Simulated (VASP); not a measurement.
# In3GaAs4 (P3m1) in VASP: a series of runs, part 2 of 2

VASP 6.6.1. Earlier steps stand in the parts before.

### Step 3. Relaxation of cell and atoms, PBE

This run uses another cell than the first one, of 26.14 Å³/atom.

The input, INCAR:

```
ALGO = Normal
EDIFF = 1E-6
EDIFFG = -0.08
ENCUT = 600
GGA = PE
IBRION = 2
ISIF = 3
ISMEAR = 0
LASPH = T
LCHARG = F
LREAL = F
LWAVE = F
NELM = 60
NSW = 36
PREC = Accurate
SIGMA = 0.2
```

The input, KPOINTS:

```
k-points
0
Gamma
  5 5 2
```

The input, POSCAR:

```
In3GaAs4
1.0
    4.1905633600      0.0000000000      0.0000000000
   -2.0952816800      3.6291343300      0.0000000000
    0.0000000000      0.0000000000     13.7494360500
In Ga As
3 1 4
Direct
    0.0000000000      0.0000000000      0.7494779800
    0.3333333300      0.6666666700      0.9970440300
    0.3333333300      0.6666666700      0.5024849800
    0.0000000000      0.0000000000      0.2480050000
    0.0000000000      0.0000000000      0.0588070000
    0.0000000000      0.0000000000      0.5635539900
    0.3333333300      0.6666666700      0.3173959900
    0.3333333300      0.6666666700      0.8112329800
```

Potentials or basis: VASP PAW PBE potentials, release 64 (In_d, Ga_d, As).

On the command line:

```sh
cat potpaw_PBE.64/In_d/POTCAR potpaw_PBE.64/Ga_d/POTCAR potpaw_PBE.64/As/POTCAR > POTCAR
mpirun -np 1 vasp_std > vasp.out
```

OUTCAR:

```text
EDIFF = 1E-6
   EDIFFG = -0.08
   ENCUT = 600
   GGA = PE
   IBRION = 2
   ISIF = 3
   ISMEAR = 0
   LASPH = T
   LREAL = F
   NELM = 60
   NSW = 36
   PREC = Accurate

 ion  position               nearest neighbor table
   1  0.000  0.000  0.749-   6 2.56   8 2.56   8 2.56   8 2.56
   2  0.333  0.667  0.997-   8 2.55   5 2.56   5 2.56   5 2.56
   3  0.333  0.667  0.502-   7 2.54   6 2.56   6 2.56   6 2.56
   4  0.000  0.000  0.248-   7 2.60   7 2.60   7 2.60   5 2.60
   5  0.000  0.000  0.059-   2 2.56   2 2.56   2 2.56   4 2.60
   6  0.000  0.000  0.564-   1 2.56   3 2.56   3 2.56   3 2.56
   7  0.333  0.667  0.317-   3 2.54   4 2.60   4 2.60   4 2.60
   8  0.333  0.667  0.811-   2 2.55   1 2.56   1 2.56   1 2.56

  LATTYP: Found a hexagonal cell.
 ALAT       =     4.1905633600
 C/A-ratio  =     3.2810471693

  Lattice vectors:

 A1 = (   4.1905633600,   0.0000000000,   0.0000000000)
 A2 = (  -2.0952816800,   3.6291343300,   0.0000000000)
 A3 = (   0.0000000000,   0.0000000000,  13.7494360500)

Analysis of symmetry for initial positions (statically):
=====================================================================
 Subroutine PRICEL returns:
 Original cell was already a primitive cell.

 Routine SETGRP: Setting up the symmetry group for a
 hexagonal supercell.

 Subroutine GETGRP returns: Found  6 space group operations
 (whereof  6 operations were pure point group operations)
 out of a pool of 24 trial point group operations.

The static configuration has the point symmetry C_3v.

Analysis of symmetry for dynamics (positions and initial velocities):
=====================================================================
 Subroutine PRICEL returns:
 Original cell was already a primitive cell.

 Routine SETGRP: Setting up the symmetry group for a
 hexagonal supercell.

 Subroutine GETGRP returns: Found  6 space group operations
 (whereof  6 operations were pure point group operations)
 out of a pool of 24 trial point group operations.

The dynamic configuration has the point symmetry C_3v.

 Subroutine INISYM returns: Found  6 space group operations
 (whereof  6 operations are pure point group operations),
 and found     1 'primitive' translations

----------------------------------------------------------------------------------------

                                     Primitive cell
[... 111 lines left out ...]
  Thomas-Fermi vector in A             =   2.284126
   LORBIT       =      0    0 simple, 1 ext, 2 COOP (PROOUT), +10 PAW based schemes
   GGA     = PE    functional components
   LHFCALC =     F    Hartree Fock is set to
   AEXX    =    0.0000 exact exchange contribution
   IVDW    =     0    specifies the selected vdW correction
   LEPSILON=     F    determine dielectric tensor
   LRPA    =     F    only Hartree local field effects (RPA)
 conjugate gradient relaxation of ions
 non-spin polarized calculation
 Gauss-broadening in eV      SIGMA  =   0.20
  energy-cutoff  :      600.00
  volume of cell :      209.10
 maximum number of plane-waves:      7050
 NGX is ok and might be reduce to    36
   NGX = 17   NGY = 17   NGZ = 55

--------------------------------------- Ionic step        1  -------------------------------------------

 number of electron      72.0000015 magnetization

 Free energy of the ion-electron system (eV)
  ---------------------------------------------------
  ext. energy  EPLUGINS =         0.00000000
  ---------------------------------------------------
  free energy    TOTEN  =       -30.54294070 eV

  energy without entropy =      -30.53543395  energy(sigma->0) =      -30.53918732

 E-fermi :   4.6394     XC(G=0):  -9.2313

 val. band max:        4.5746935248   @ k =   0.0000   0.0000   0.0000
 cond. band min:       5.3137654665   @ k =   0.0000   0.0000   0.0000
 fundamental gap:      0.7390719417
 Fermi energy:         4.6394056417

 k-point     1 :       0.0000    0.0000    0.0000
  band No.  band energies     occupation
      1     -10.2028      2.00000
      2     -10.1627      2.00000
      3     -10.1441      2.00000
      4     -10.1441      2.00000
      5     -10.1273      2.00000
      6     -10.1067      2.00000
[... 568 lines left out ...]
  FREE ENERGIE OF THE ION-ELECTRON SYSTEM (eV)
  ---------------------------------------------------
  free  energy   TOTEN  =       -30.9588813256 eV

  energy  without entropy=      -30.9511702608  energy(sigma->0) =      -30.95502579

[... ionic steps 4 to 7 ...]

--------------------------------------- Ionic step        8  -------------------------------------------

 number of electron      71.9999990 magnetization

------------------------ aborting loop because EDIFF is reached ----------------------------------------
[... 79 lines left out ...]
--------------------------------------- Ionic step       10  -------------------------------------------

 number of electron      71.9999992 magnetization

 Free energy of the ion-electron system (eV)
  ---------------------------------------------------
  ext. energy  EPLUGINS =         0.00000000
  ---------------------------------------------------
  free energy    TOTEN  =       -31.10632748 eV

  energy without entropy =      -31.09590041  energy(sigma->0) =      -31.10111395

 E-fermi :   3.8611     XC(G=0):  -8.8972

 val. band max:        3.8354467431   @ k =   0.0000   0.0000   0.0000
 cond. band min:       3.9583009577   @ k =   0.0000   0.0000   0.5000
 fundamental gap:      0.1228542146
 Fermi energy:         3.8611182958

 k-point     1 :       0.0000    0.0000    0.0000
  band No.  band energies     occupation
      1     -11.0386      2.00000
      2     -10.9959      2.00000
      3     -10.9959      2.00000
      4     -10.9573      2.00000
      5     -10.9573      2.00000
      6     -10.6206      2.00000
[... 484 lines left out ...]
  FREE ENERGIE OF THE ION-ELECTRON SYSTEM (eV)
  ---------------------------------------------------
  free  energy   TOTEN  =       -31.1063274815 eV

  energy  without entropy=      -31.0959004123  energy(sigma->0) =      -31.10111395

 reached required accuracy - stopping structural energy minimisation
```

OSZICAR:

```text
N       E                     dE             d eps       ncg     rms          rms(c)
DAV:   1     0.724534051755E+03    0.72453E+03   -0.34868E+04   860   0.221E+03
DAV:   2     0.829600368005E+02   -0.64157E+03   -0.62989E+03   860   0.552E+02
DAV:   3    -0.246959764347E+02   -0.10766E+03   -0.10517E+03  1006   0.215E+02
[... 103 lines left out ...]
DAV:   3    -0.311067679562E+02    0.12277E-02   -0.18195E-03  1261   0.371E-01    0.135E-01
DAV:   4    -0.311063166327E+02    0.45132E-03   -0.82814E-04  1151   0.267E-01    0.385E-02
DAV:   5    -0.311063252643E+02   -0.86316E-05   -0.27507E-04  1168   0.134E-01    0.281E-02
DAV:   6    -0.311063273526E+02   -0.20882E-05   -0.27556E-05  1096   0.423E-02    0.186E-02
DAV:   7    -0.311063274815E+02   -0.12893E-06   -0.16000E-06   621   0.114E-02
  10 F= -.31106327E+02 E0= -.31101114E+02  d E =-.199908E-02
```

CONTCAR:

```text
In3GaAs4
   1.00000000000000
     4.2974274963903873   -0.0000000000000000   -0.0000000000000000
    -2.1487137481951937    3.7216813871679397   -0.0000000000000000
     0.0000000000000000   -0.0000000000000000   14.1232424538651600
  In              Ga              As
     3     1     4
Direct
     0.0000000000000000    0.0000000000000000    0.7494967548470575
     0.3333333300000021    0.6666666699999979    0.0056441435491187
     0.3333333300000021    0.6666666699999979    0.4924970941523493
     0.0000000000000000    0.0000000000000000    0.2500618675454258
     0.0000000000000000    0.0000000000000000    0.0720754981756403
     0.0000000000000000    0.0000000000000000    0.5598923841665702
     0.3333333300000021    0.6666666699999979    0.3023271671816083
     0.3333333300000021    0.6666666699999979    0.8160070403822327

  0.00000000E+00  0.00000000E+00  0.00000000E+00
  0.00000000E+00  0.00000000E+00  0.00000000E+00
  0.00000000E+00  0.00000000E+00  0.00000000E+00
  0.00000000E+00  0.00000000E+00  0.00000000E+00
  0.00000000E+00  0.00000000E+00  0.00000000E+00
  0.00000000E+00  0.00000000E+00  0.00000000E+00
  0.00000000E+00  0.00000000E+00  0.00000000E+00
  0.00000000E+00  0.00000000E+00  0.00000000E+00
```

Run time: 31 min. Hardware: 1 thread of Intel Xeon 8259CL, shared host; peak memory 0.46 GiB.

Results:

```yaml
Free_energy: -31.1063 eV
Relaxed_volume: 28.24 Å³/atom
Relaxed_cell: a = 4.297 Å, b = 4.297 Å, c = 14.123 Å, α = 90.00°, β = 90.00°, γ = 120.00°
Space_group_after_relaxing_to_0.1_Å: P3m1 (No. 156)
Energy_gained_by_relaxing: 70.4 meV/atom
Ionic_steps: 10
Pressure_after_relaxing: 0.0 GPa
Largest_force_after_relaxing: 0.051 eV/Å
Band_gap_on_the_k_mesh: zero (filled and empty bands touch)
```

Forces in eV/Å, atoms in the order of the input:
```
In   0.000  0.000 -0.034
In   0.000  0.000 -0.007
In   0.000  0.000  0.029
Ga   0.000  0.000 -0.051
As   0.000  0.000  0.033
As   0.000  0.000  0.004
As   0.000  0.000  0.009
As   0.000  0.000  0.016
```

The path:
| step | energy change (eV) | largest force (eV/Å) | pressure (GPa) | volume (Å³) |
| --- | --- | --- | --- | --- |
| 1 | 0.0000 | 1.7877 | 5.40 | 209.10 |
| 2 | -0.3842 | 0.5128 | -1.88 | 236.93 |
| 3 | -0.4159 | 0.7010 | -0.59 | 230.23 |
| 4 | -0.4709 | 0.4648 | -0.35 | 228.62 |
| 5 | -0.5182 | 0.4221 | 0.32 | 224.93 |
| 6 | -0.5444 | 0.2871 | 0.00 | 226.10 |
| 7 | -0.5468 | 0.3384 | -0.13 | 226.60 |
| 8 | -0.5613 | 0.1053 | -0.01 | 225.92 |
| 9 | -0.5614 | 0.1073 | 0.02 | 225.86 |
| 10 | -0.5634 | 0.0511 | 0.00 | 225.88 |

Final structure:
```yaml
crystal:
  lattice:
    - [4.29743, 0.00000, 0.00000]
    - [-2.14871, 3.72168, 0.00000]
    - [0.00000, 0.00000, 14.12324]
  atoms:
    - { symbol: In, position: [0.00000, 0.00000, 0.74950] }
    - { symbol: In, position: [0.33333, 0.66667, 0.00564] }
    - { symbol: In, position: [0.33333, 0.66667, 0.49250] }
    - { symbol: Ga, position: [0.00000, 0.00000, 0.25006] }
    - { symbol: As, position: [0.00000, 0.00000, 0.07208] }
    - { symbol: As, position: [0.00000, 0.00000, 0.55989] }
    - { symbol: As, position: [0.33333, 0.66667, 0.30233] }
    - { symbol: As, position: [0.33333, 0.66667, 0.81601] }
```

Caveat: semilocal functionals underestimate gaps, and a narrow one can read as zero; spin-orbit coupling is left out, which moves the levels of the heavy elements; the relaxation stopped at a loose force limit of 0.08 eV/Å, so its end isn't a converged minimum.

The gap in the log of VASP goes by the Fermi energy; the results here count the filled bands.